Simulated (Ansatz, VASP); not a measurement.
Two plane-wave programs on HfN

```
CELL_PARAMETERS angstrom
0.00000 2.45482 2.45482
2.45482 0.00000 2.45482
2.45482 2.45482 0.00000
ATOMIC_POSITIONS crystal
Hf 0.00000 0.00000 0.00000
N 0.25000 0.25000 0.25000
```

Alike in both runs: functional LDA; k mesh 5 × 5 × 5; occupations fermi-dirac, width 0.05 eV; no spin polarisation.

```csv
,VASP,Ansatz
version,VASP 6.6.1,Ansatz 0.2.0
potentials or method,"VASP PAW LDA potentials, release 64 (Hf_pv, N)",Ansatz PAW
plane-wave cutoff (eV),520,420
valence electrons in the cell,15,31
task,single point,band structure
```

VASP gave:

```
gap on the k mesh at the Fermi level (eV) : none
pressure (GPa)                            : -9.5
```

Problem. Estimate Ansatz's values.

Solution. gap on the k mesh at the Fermi level (eV): none; pressure (GPa): -9.1.

LDA's correlation is that of Perdew and Zunger in VASP and of Perdew and Wang (1992) in Ansatz. A gap of «none» marks a metal or a gap that the smearing closes. VASP's potentials hold 15 valence electrons a cell and Ansatz's 31, so a difference there can come from the potentials and not from the codes.

The k mesh is coarse, so the values compare programs but aren't converged. Spin-orbit coupling is off throughout.
